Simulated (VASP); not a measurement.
Runs of VASP 6.6.1 on Mn3SnH. The structure is that of space group Pm-3m (No. 221), or close to it. The cells are those of the table. 

| task | level | potentials or basis | cell | cutoff (eV) | gap on the mesh (eV) | pressure (GPa) | moment (μB) | relaxed volume (Å³/atom) |
| --- | --- | --- | --- | --- | --- | --- | --- | --- |
| single point | LDA | VASP PAW LDA potentials, release 64 (Mn_pv, Sn_d, H) | a = 3.759 Å, 5 atoms | 520 | none | -0.1 | 5.81 | - |
| relaxation of cell and atoms | PBEsol | VASP PAW PBE potentials, release 64 (Mn_pv, Sn_d, H) | relaxed from a = 4.004 Å, 5 atoms | 600 | none | 0.2 | 6.20 | 10.99 |
| relaxation of cell and atoms | LDA | VASP PAW LDA potentials, release 64 (Mn_pv, Sn_d, H) | relaxed from a = 4.004 Å, 5 atoms | 600 | none | 0.3 | 5.80 | 10.60 |
| single point | PBEsol | VASP PAW PBE potentials, release 64 (Mn_pv, Sn_d, H) | a = 3.802 Å, 5 atoms | 520 | none | 0.2 | 6.20 | - |
| relaxation of cell and atoms | BLYP+D3(BJ) | VASP PAW PBE potentials, release 64 (Mn_pv, Sn_d, H) | relaxed from a = 4.004 Å, 5 atoms | 600 | none | 0.3 | (b) | (a) |

Alike in all rows: spin collinear, ferromagnetic start; k mesh 5 × 5 × 5; smearing fermi-dirac 0.1 eV.

**Question.** Fill in the values left out.

**Answer.** (a) 11.20; (b) 6.22.

Caveats: spin-orbit coupling is left out, which moves the levels of the heavy elements; the PAW data sets were made with another functional, which shifts forces and pressure a little (at least some runs); the volume moved by over 15 % at a fixed basis, so the end points are rough (at least some runs).

A k mesh can miss the band edges, and the runs leave out spin-orbit coupling on Sn.

A gap of «none» marks levels without a gap at the run's occupations.
